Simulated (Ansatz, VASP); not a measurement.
## Two plane-wave programs on ZnInGaO4

INCAR

```
  PREC = Accurate
  ENCUT = 520
  EDIFF = 1E-6
  ISMEAR = 0
  SIGMA = 0.1
  LREAL = F
  LASPH = T
  NELM = 100
  ALGO = Normal
  ISIF = 2
  LWAVE = F
  LCHARG = F
  GGA = PE
  NBANDS = 40
```

KPOINTS

```
Automatic mesh
0
Gamma
  6 6 6
```

The input POSCAR:

```
ZnInGaO4
1.0
    1.6803268700      0.9701371700      8.7134054600
   -1.6803268700      0.9701371700      8.7134054600
    0.0000000000     -1.9402743400      8.7134054600
Zn In Ga O
1 1 1 4
Direct
    0.2183820000      0.2183820000      0.2183820000
    0.0027680000      0.0027680000      0.0027680000
    0.7870340000      0.7870340000      0.7870340000
    0.2951430000      0.2951430000      0.2951430000
    0.7113580000      0.7113580000      0.7113580000
    0.1217170000      0.1217170000      0.1217170000
    0.8635990000      0.8635990000      0.8635990000
```

Input for Ansatz:

```yaml
crystal:
  lattice:
    - [1.68032687, 0.97013717, 8.71340546]
    - [-1.68032687, 0.97013717, 8.71340546]
    - [0.0, -1.94027434, 8.71340546]
  atoms:
    - { symbol: Zn, position: [0.218382, 0.218382, 0.218382] }
    - { symbol: In, position: [0.002768, 0.002768, 0.002768] }
    - { symbol: Ga, position: [0.787034, 0.787034, 0.787034] }
    - { symbol: O, position: [0.295143, 0.295143, 0.295143] }
    - { symbol: O, position: [0.711358, 0.711358, 0.711358] }
    - { symbol: O, position: [0.121717, 0.121717, 0.121717] }
    - { symbol: O, position: [0.863599, 0.863599, 0.863599] }
basis:
  ecutwfc: 420
kpoints:
  mp_grid: { grid: [6, 6, 6] }
hamiltonian:
  xc: pbe
  pseudopotentials: { kind: paw, azcp: { folder: soft_1 } }
scf:
  occupations: { method: gaussian, width: 0.1 }
output:
  forces: true
  stress: true
  eigenvalues: true
```

Alike in both runs: task single point; functional PBE; k mesh 6 × 6 × 6; occupations gaussian, width 0.1 eV; no spin polarisation.

|  | VASP | Ansatz |
| --- | --- | --- |
| version | VASP 6.6.1 | Ansatz 0.2.0 |
| potentials or method | VASP PAW PBE potentials, release 64 (Zn, In_d, Ga_d, O), cutoff 520 eV | scalar-relativistic, plane waves, PAW |
| valence electrons in the cell | 62 | 62 |

Ansatz gave:

```
gap on the k mesh at the Fermi level (eV)                     : 1.07
least direct gap on the mesh (eV)                             : 1.07
pressure (GPa)                                                : -0.6
traceless stress, the component that is largest in VASP (GPa) : -0.06
rms of the force components (eV/Å)                            : 0.024
```

Problem. Which values does VASP return?

Solution. gap on the k mesh at the Fermi level (eV): 1.05; least direct gap on the mesh (eV): 1.05; pressure (GPa): 0.0; traceless stress, the component that is largest in VASP (GPa): -0.06; rms of the force components (eV/Å): 0.025.

Atom by atom the forces differ by 0.003 eV/Å (rms over components).
